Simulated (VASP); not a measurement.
# Co: single point with r2SCAN

The system is Co.

```
CELL_PARAMETERS angstrom
-2.12011 2.12004 1.21278
2.12004 -2.12011 1.21278
2.12040 2.12040 -1.21290
ATOMIC_POSITIONS crystal
Co 0.99999 0.00001 0.00000
Co 0.75001 0.24999 0.50000
```

```json
{
 "Program": "VASP 6.6.1",
 "Task": "single point",
 "Functional": "r2SCAN",
 "Potentials or basis": "VASP PAW PBE potentials, release 64 (Co)",
 "Cutoff": "520 eV",
 "k mesh": "15 × 15 × 10",
 "Occupations": "fermi-dirac, width 0.1 eV",
 "Spin": "no spin polarisation"
}
```

* Pressure: 0.1 GPa
* Band gap on the k mesh: zero (bands 9 and 10 overlap by 1.37 eV)

Levels at points of the mesh, in eV from the Fermi level:
| k point | band 5 | band 6 | band 7 | band 8 | band 9 | band 10 | band 11 | band 12 | band 13 | band 14 |
| --- | --- | --- | --- | --- | --- | --- | --- | --- | --- | --- |
| (0.00, 0.00, 0.00) | -2.41 | -0.74 | -0.74 | -0.66 | -0.66 | 0.60 | 1.32 | 7.79 | 7.79 | 14.21 |
| (0.00, 0.00, 0.50) | -2.33 | -2.33 | -0.88 | -0.88 | 0.00 | 0.00 | 0.39 | 0.39 | 14.73 | 14.73 |

Wall time 6.9 min on 1 thread of Intel(R) Xeon(R) 6975P-C (Granite Rapids), with other jobs on the host, peak memory 0.42 GiB.

Caveat: the PAW data sets were made with another functional, which shifts forces and pressure a little; the run has no spin polarisation, though such a crystal can be magnetic. Spin polarisation is off, so any magnetic state and its effect on volume and gap are missing.
